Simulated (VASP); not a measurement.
# ZrC (zincblende type) (F-43m) in VASP: a series of runs

The runs below take ZrC (zincblende type) through electric field gradients, with PBE.

Program: VASP 6.6.1. These are calculated values, not measurements. Logs are shortened: lines on timing, memory, paths and dates and some standing lists are left out, and cuts for length are marked.

### 1 The cell of the first run

The structure is cubic, space group F-43m (No. 216). Conventional cell: a = 4.987 Å, b = 4.987 Å, c = 4.987 Å, α = 90.00°, β = 90.00°, γ = 90.00°. Zr (site symmetry -43m) has 4 C at 2.16 Å within 2.9 Å. Within 2.9 Å of C (site symmetry -43m) lie 4 Zr at 2.16 Å.

### 2 Electric field gradients, PBE (volume scaled by 0.9405)

Input file INCAR:

```
SYSTEM = ZrC
PREC = Accurate ; ENCUT = 520
EDIFF = 1E-8 ; ISMEAR = -1
SIGMA = 0.03 ; LREAL = .FALSE.
LASPH = .TRUE. ; NELM = 100
ALGO = Normal ; ISIF = 2
LWAVE = .FALSE. ; LCHARG = .FALSE.
GGA = PE ; LEFG = .TRUE.
NBANDS = 15
```

Input file KPOINTS:

```
Automatic mesh
0
G
  11 11 11
  0 0 0
```

Input file POSCAR:

```
ZrC
1.0
    0.0000000000      2.4936637911      2.4936637911
    2.4936637911      0.0000000000      2.4936637911
    2.4936637911      2.4936637911      0.0000000000
Zr C
1 1
Direct
    0.0000000000      0.0000000000      0.0000000000
    0.2500000000      0.2500000000      0.2500000000
```

Potentials or basis: VASP PAW PBE potentials, release 64 (Zr_sv, C).

Launch:

```console
cat potpaw_PBE.64/Zr_sv/POTCAR potpaw_PBE.64/C/POTCAR > POTCAR
mpirun -np 1 vasp_std > vasp.out
```

OUTCAR:

```text
SYSTEM = ZrC
   PREC = Accurate
   ENCUT = 520
   EDIFF = 1E-8
   ISMEAR = -1
   LREAL = .FALSE.
   LASPH = .TRUE.
   NELM = 100
   ISIF = 2
   GGA = PE

 ion  position               nearest neighbor table
   1  0.000  0.000  0.000-   2 2.16   2 2.16   2 2.16   2 2.16
   2  0.250  0.250  0.250-   1 2.16   1 2.16   1 2.16   1 2.16

  LATTYP: Found a face centered cubic cell.
 ALAT       =     4.9873275822

  Lattice vectors:

 A1 = (   0.0000000000,   2.4936637911,   2.4936637911)
 A2 = (   2.4936637911,   0.0000000000,   2.4936637911)
 A3 = (   2.4936637911,   2.4936637911,   0.0000000000)

Analysis of symmetry for initial positions (statically):
=====================================================================
 Subroutine PRICEL returns:
 Original cell was already a primitive cell.

 Routine SETGRP: Setting up the symmetry group for a
 face centered cubic supercell.

 Subroutine GETGRP returns: Found 24 space group operations
 (whereof 24 operations were pure point group operations)
 out of a pool of 48 trial point group operations.

The static configuration has the point symmetry T_d .

Analysis of symmetry for dynamics (positions and initial velocities):
=====================================================================
 Subroutine PRICEL returns:
 Original cell was already a primitive cell.

 Routine SETGRP: Setting up the symmetry group for a
 face centered cubic supercell.

 Subroutine GETGRP returns: Found 24 space group operations
 (whereof 24 operations were pure point group operations)
 out of a pool of 48 trial point group operations.

The dynamic configuration has the point symmetry T_d .

 Subroutine INISYM returns: Found 24 space group operations
 (whereof 24 operations are pure point group operations),
 and found     1 'primitive' translations

----------------------------------------------------------------------------------------

                                     Primitive cell

  volume of cell :      31.0130

  direct lattice vectors                    reciprocal lattice vectors
     0.000000000  2.493663791  2.493663791    -0.200508185  0.200508185  0.200508185
     2.493663791  0.000000000  2.493663791     0.200508185 -0.200508185  0.200508185
     2.493663791  2.493663791  0.000000000     0.200508185  0.200508185 -0.200508185

  length of vectors
     3.526573153  3.526573153  3.526573153     0.347290363  0.347290363  0.347290363

  position of ions in fractional coordinates (direct lattice)
     0.000000000  0.000000000  0.000000000
     0.250000000  0.250000000  0.250000000

  ion indices of the primitive-cell ions
   primitive index   ion index
                 1           1
                 2           2

----------------------------------------------------------------------------------------

 KPOINTS: Automatic mesh

Automatic generation of k-mesh.
 Grid dimensions read from file:
 generate k-points for:   11   11   11

 Generating k-lattice:

  Cartesian coordinates                     Fractional coordinates (reciprocal lattice)
    -0.018228017  0.018228017  0.018228017     0.090909091  0.000000000  0.000000000
     0.018228017 -0.018228017  0.018228017     0.000000000  0.090909091  0.000000000
     0.018228017  0.018228017 -0.018228017     0.000000000  0.000000000  0.090909091

  Length of vectors
     0.031571851  0.031571851  0.031571851

  Shift w.r.t. Gamma in fractional coordinates (k-lattice)
     0.000000000  0.000000000  0.000000000

 Subroutine IBZKPT returns following result:
 ===========================================

 Found     56 irreducible k-points:

 Following reciprocal coordinates:
            Coordinates               Weight
  0.000000  0.000000  0.000000      1.000000
  0.090909  0.000000  0.000000      8.000000
  0.181818  0.000000  0.000000      8.000000
  0.272727  0.000000  0.000000      8.000000
  0.363636  0.000000  0.000000      8.000000
  0.454545  0.000000  0.000000      8.000000
[... 16 lines left out ...]
 -0.272727  0.181818  0.000000     24.000000
 -0.181818  0.181818  0.000000     12.000000
 [... further k-points ...]
   k-points           NKPTS =     56   k-points in BZ     NKDIM =     56   number of bands    NBANDS=     15
   number of dos      NEDOS =    301   number of ions     NIONS =      2
   total plane-waves  NPLWV =  21952
   dimension x,y,z NGX =    28 NGY =   28 NGZ =   28
   dimension x,y,z NGXF=    56 NGYF=   56 NGZF=   56
   ions per type =               1   1
   NGX,Y,Z   is equivalent  to a cutoff of  13.20, 13.20, 13.20 a.u.
   NGXF,Y,Z  is equivalent  to a cutoff of  26.40, 26.40, 26.40 a.u.
 SYSTEM =  ZrC
   PREC   = accura    normal or accurate (medium, high low for compatibility)
   ISTART =      0    job   : 0-new  1-cont  2-samecut
   ICHARG =      2    charge: 1-file 2-atom 10-const
   ISPIN  =      1    spin polarized calculation?
   LNONCOLLINEAR =      F non collinear calculations
   LSORBIT =      F    spin-orbit coupling
   LASPH  =      T    aspherical Exc in radial PAW
   ENCUT  =  520.0 eV  38.22 Ry    6.18 a.u.   6.56  6.56  6.56*2*pi/ulx,y,z
   NELM   =    100;   NELMIN=  2; NELMDL= -5     # of ELM steps
   EDIFF  = 0.1E-07   stopping-criterion for ELM
   LREAL  =      F    real-space projection
   EDIFFG = 0.1E-06   stopping-criterion for IOM
   NSW    =      0    number of steps for IOM
   IBRION =     -1    ionic relax: 0-MD 1-quasi-New 2-CG
   NFREE  =      0    steps in history (QN), initial steepest desc. (CG)
   ISIF   =      2    stress and relaxation
   ISYM   =      2    0-nonsym 1-usesym 2-fastsym
   POTIM  = 0.5000    time-step for ionic-motion
   TEBEG  =    0.0;   TEEND  =   0.0 temperature during run
   PSTRESS=    0.0 pullay stress
   NELECT =      16.0000    total number of electrons
   NUPDOWN=      -1.0000    fix difference up-down
   EMIN   =  10.00;   EMAX   =-10.00  energy-range for DOS
   EFERMI =   0.00;   METHOD = LEGACY
   ISMEAR =    -1;   SIGMA  =   0.03  broadening in eV -4-tet -1-fermi 0-gaus
   EFERMI_NEDOS =   21; number of points for ismear=-14 and -15
   IALGO  =     38    algorithm
   IMIX   =      4    mixing-type and parameters
     AMIX     =   0.40;   BMIX     =  1.00
     AMIX_MAG =   1.60;   BMIX_MAG =  1.00
  volume/ion in A,a.u.               =      15.51       104.64
  Fermi-wavevector in a.u.,A,eV,Ry     =   1.313007  2.481223 23.456260  1.723986
  Thomas-Fermi vector in A             =   2.443359
   LORBIT       =      0    0 simple, 1 ext, 2 COOP (PROOUT), +10 PAW based schemes
   GGA     = PE    functional components
   LHFCALC =     F    Hartree Fock is set to
   AEXX    =    0.0000 exact exchange contribution
   IVDW    =     0    specifies the selected vdW correction
   LEPSILON=     F    determine dielectric tensor
   LRPA    =     F    only Hartree local field effects (RPA)
 non-spin polarized calculation
  energy-cutoff  :      520.00
  volume of cell :       31.01
 maximum number of plane-waves:       869
   NGX = 13   NGY = 13   NGZ = 13

 number of electron      15.9999999 magnetization

 Free energy of the ion-electron system (eV)
  ---------------------------------------------------
  ext. energy  EPLUGINS =         0.00000000
  ---------------------------------------------------
  free energy    TOTEN  =       -18.16944312 eV

  energy without entropy =      -18.16943653  energy(sigma->0) =      -18.16943982

 E-fermi :   7.4222     XC(G=0): -10.9561

 val. band max:        7.1475696462   @ k =  -0.4545   0.4545   0.0000
 cond. band min:       7.6803134369   @ k =  -0.3636   0.4545   0.0909
 fundamental gap:      0.5327437907
 Fermi energy:         7.4221696101

 k-point     1 :       0.0000    0.0000    0.0000
  band No.  band energies     occupation
      1     -40.6013      2.00000
      2     -18.5059      2.00000
      3     -18.5059      2.00000
      4     -18.5059      2.00000
      5      -2.8688      2.00000
      6       4.6931      2.00000
      7       4.6931      2.00000
      8       4.6931      2.00000
      9      10.3835      0.00000
     10      10.3835      0.00000
     11      10.7170      0.00000
     12      15.9422      0.00000
     13      15.9422      0.00000
     14      15.9422      0.00000
     15      22.0761      0.00000

 k-point     2 :       0.0909    0.0000    0.0000
  band No.  band energies     occupation
      1     -40.5973      2.00000
      2     -18.5511      2.00000
      3     -18.5120      2.00000
      4     -18.5120      2.00000
      5      -2.7449      2.00000
      6       4.5575      2.00000
      7       4.7657      2.00000
      8       4.7657      2.00000
      9      10.2784      0.00000
     10      10.2784      0.00000
     11      11.0909      0.00000
     12      15.7219      0.00000
     13      16.1181      0.00000
     14      16.1181      0.00000
     15      20.7429      0.00000

 k-point     3 :       0.1818    0.0000    0.0000
  band No.  band energies     occupation
      1     -40.5863      2.00000
      2     -18.6702      2.00000
      3     -18.5281      2.00000
      4     -18.5281      2.00000
      5      -2.4217      2.00000
      6       4.3198      2.00000
      7       4.9479      2.00000
      8       4.9479      2.00000
      9      10.1133      0.00000
     10      10.1133      0.00000
     11      11.9004      0.00000
     12      15.3652      0.00000
     13      16.3333      0.00000
     14      16.3333      0.00000
     15      18.7189      0.00000
[... 343 lines left out ...]
 k-point    23 :      -0.2727    0.1818    0.0000
  band No.  band energies     occupation
      1     -40.5548      2.00000
      2     -18.9013      2.00000
      3     -18.6777      2.00000
      4     -18.5689      2.00000
      5      -1.5685      2.00000
      6       4.4718      2.00000
      7       5.1192      2.00000
      8       5.5150      2.00000
      9       9.6295      0.00000
     10      11.0829      0.00000
     11      11.3765      0.00000
     12      14.8508      0.00000
     13      16.0648      0.00000
     14      16.0679      0.00000
     15      17.7772      0.00000

 k-point    24 :      -0.1818    0.1818    0.0000
  band No.  band energies     occupation
      1     -40.5670      2.00000
      2     -18.8111      2.00000
      3     -18.6303      2.00000
      4     -18.5451      2.00000
      5      -1.8781      2.00000
      6       4.2034      2.00000
      7       5.1848      2.00000
      8       5.2738      2.00000
      9       9.4903      0.00000
     10      10.7291      0.00000
     11      12.2915      0.00000
     12      14.9999      0.00000
     13      15.9244      0.00000
     14      16.5722      0.00000
     15      17.9389      0.00000

 [... further k-points ...]
[... 5 lines left out ...]
  --------------------------------------------------------------------------------------
  -------------------------------------------------------------------------------------
  Total        1.9707606      1.9707606      1.9707606      0.0000000      0.0000000      0.0000000
  in kB      101.8124178    101.8124178    101.8124178      0.0000000      0.0000000      0.0000000
  external PRESSURE =     101.8124178 kB  Pullay stress =       0.0000000 kB

 VOLUME and BASIS-vectors are now :
 -----------------------------------------------------------------------------
  energy-cutoff  :      520.00
  volume of cell :       31.01
      direct lattice vectors                 reciprocal lattice vectors
     0.000000000  2.493663791  2.493663791    -0.200508185  0.200508185  0.200508185
     2.493663791  0.000000000  2.493663791     0.200508185 -0.200508185  0.200508185
     2.493663791  2.493663791  0.000000000     0.200508185  0.200508185 -0.200508185

 POSITION                                       TOTAL-FORCE (eV/Angst)
 -----------------------------------------------------------------------------------
      0.00000      0.00000      0.00000         0.000000      0.000000      0.000000
      1.24683      1.24683      1.24683        -0.000000     -0.000000     -0.000000
 -----------------------------------------------------------------------------------
    total drift:                                0.000000      0.000000      0.000000

  FREE ENERGIE OF THE ION-ELECTRON SYSTEM (eV)
  ---------------------------------------------------
  free  energy   TOTEN  =       -18.1694431233 eV

  energy  without entropy=      -18.1694365259  energy(sigma->0) =      -18.16943982

 Electric field gradients (V/A^2)
---------------------------------------------------------------------
 ion       V_xx      V_yy      V_zz      V_xy      V_xz      V_yz
---------------------------------------------------------------------
   1      -0.000     0.000     0.000     0.000     0.000     0.000
   2       0.000    -0.000    -0.000    -0.000    -0.000    -0.000
---------------------------------------------------------------------

 Electric field gradients after diagonalization (V/A^2)
 (convention: |V_zz| > |V_xx| > |V_yy|)
----------------------------------------------------------------------
 ion       V_xx      V_yy      V_zz     asymmetry (V_yy - V_xx)/ V_zz
----------------------------------------------------------------------
   1      -0.000    -0.000     0.000       0.000
   2       0.000     0.000    -0.000       0.000
----------------------------------------------------------------------

           NMR quadrupolar parameters

 Cq : quadrupolar parameter    Cq=e*Q*V_zz/h
 eta: asymmetry parameters     (V_yy - V_xx)/ V_zz
 Q  : nuclear electric quadrupole moment in mb (millibarn)
----------------------------------------------------------------------
 ion       Cq(MHz)       eta       Q (mb)
----------------------------------------------------------------------
   1       0.000       0.000       1.000
   2      -0.000       0.000       1.000
----------------------------------------------------------------------
```

It took 17 s on 1 thread of Intel Xeon Platinum 8488C (Sapphire Rapids), shared host; peak memory 0.17 GiB.

Results:

```yaml
Free_energy: -18.1694 eV
Pressure: 10.2 GPa
Band_gap_on_the_k_mesh: 0.53 eV, indirect (least direct gap 0.55 eV)
```

Levels at points of the mesh, in eV from the valence-band top:
```tsv
k point	band 6	band 7	band 8	band 9	band 10	band 11
(0.00, 0.00, 0.00)	-2.45	-2.45	-2.45	3.24	3.24	3.57
```

Caveat: without QUAD_EFG the Cq values of the log hold for a quadrupole moment of 1 mb, not for the nuclei.

(Part 1 of 2 ends here.)
